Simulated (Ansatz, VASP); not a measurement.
Two plane-wave programs on Hg

```xyz
2
Lattice="0.0000 3.7144 3.7144 3.7144 0.0000 3.7144 3.7144 3.7144 0.0000" Properties=species:S:1:pos:R:3 pbc="T T T"
Hg    0.9286    0.9286    0.9286
Hg    6.5002    6.5002    6.5002
```

Alike in both runs: task single point; functional PBE; k mesh 8 × 8 × 8; occupations fermi-dirac, width 0.1 eV; no spin polarisation.

|  | VASP | Ansatz |
| --- | --- | --- |
| version | VASP 6.6.1 | Ansatz 0.2.0 |
| potentials or method | VASP PAW PBE potentials, release 64 (Hg), cutoff 520 eV | plane waves (420 eV) with PAW, scalar-relativistic |
| valence electrons in the cell | 24 | 40 |

```csv
,VASP,Ansatz,Ansatz less VASP
pressure (GPa),0.1,0.1,-0.02
```

The functional is the same, so the differences come from potentials, cutoffs and numerics. VASP's potentials hold 24 valence electrons a cell and Ansatz's 40, so a difference there can come from the potentials and not from the codes.

Neither program's run includes spin-orbit coupling.
